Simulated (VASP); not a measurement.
Input of a VASP 6.6.1 run:

INCAR

```
PREC = Accurate
ENCUT = 520
EDIFF = 1E-6
ISMEAR = 0
SIGMA = 0.02
LREAL = F
LASPH = T
NELM = 80
ALGO = Normal
ISIF = 2
LWAVE = F
LCHARG = F
GGA = PE
NBANDS = 11
```

KPOINTS

```
Automatic mesh
0
Gamma
  14 14 14
```

Contents of POSCAR:

```
C
1.0
    0.0000000000      2.1360351804      4.3103486597
    1.2332430687      0.0000000000      4.3103486597
    1.2332430687      2.1360351804      0.0000000000
C
2
Direct
    0.1666713241      0.8333286759      0.1666713241
    0.8333286759      0.1666713241      0.8333286759
```

Potentials or basis: VASP PAW PBE potentials, release 64 (C).

Run with:

```console
$ cat potpaw_PBE.64/C/POTCAR > POTCAR
$ mpirun -np 1 vasp_std > vasp.out
```

Question: Predict the pressure.

Answer: 0.4 GPa.

Stress tensor (GPa, compression positive):
```
 0.54  0.00  0.00
 0.00  0.54  0.00
 0.00  0.00 -0.02
```

Caveat: this functional lacks dispersion, which binds the layers, so the pressure and a relaxed spacing across them are unreliable.
